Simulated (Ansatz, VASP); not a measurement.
## Two plane-wave programs on Cu

Contents of INCAR:

```
SYSTEM = Cu
  PREC = Accurate
  ENCUT = 520
  EDIFF = 1E-6
  ISMEAR = 1
  SIGMA = 0.2
  LREAL = .False.
  LASPH = .True.
  NELM = 80
  ALGO = Normal
  ISIF = 2
  LWAVE = .False.
  LCHARG = .False.
  GGA = PS
  NBANDS = 12
```

KPOINTS

```
Automatic mesh
0
Gamma
  20 20 20
  0 0 0
```

POSCAR

```
Cu
1.0
   -1.4427933200      1.4427933200      1.3760814500
    1.4427933200     -1.4427933200      1.3760814500
    1.4427933200      1.4427933200     -1.3760814500
Cu
1
Direct
    0.0000000000      0.0000000000      0.0000000000
```

Input for Ansatz:

```yaml
crystal:
  lattice:
    - [-1.44279332, 1.44279332, 1.37608145]
    - [1.44279332, -1.44279332, 1.37608145]
    - [1.44279332, 1.44279332, -1.37608145]
  atoms:
    - { symbol: Cu, position: [0.0, 0.0, 0.0] }
basis:
  ecutwfc: 420
kpoints:
  mp_grid: { grid: [20, 20, 20] }
hamiltonian:
  xc: pbesol
scf:
  occupations: { method: methfessel_paxton, width: 0.2 }
output:
  forces: true
  stress: true
  eigenvalues: true
```

Alike in both runs: task single point; functional PBEsol; k mesh 20 × 20 × 20; occupations methfessel-paxton of order 1, width 0.2 eV; no spin polarisation.

|  | VASP | Ansatz |
| --- | --- | --- |
| version | VASP 6.6.1 | Ansatz 0.2.0 |
| potentials or method | VASP PAW PBE potentials, release 64 (Cu), cutoff 520 eV | scalar-relativistic, plane waves, PAW |
| valence electrons in the cell | 11 | 19 |

```tsv
	VASP	Ansatz	Ansatz less VASP
gap on the k mesh at the Fermi level (eV)	none	none	-
pressure (GPa)	-0.7	-1.4	-0.75
traceless stress, the component that is largest in VASP (GPa)	-0.35	-0.35	+0.006
```

VASP's potentials were made for PBE, not for PBEsol. A gap of «none» marks a metal or a gap that the smearing closes. With one functional, cell and mesh, what is left measures potentials, basis and numerics. VASP's potentials hold 11 valence electrons a cell and Ansatz's 19, so a difference there can come from the potentials and not from the codes.
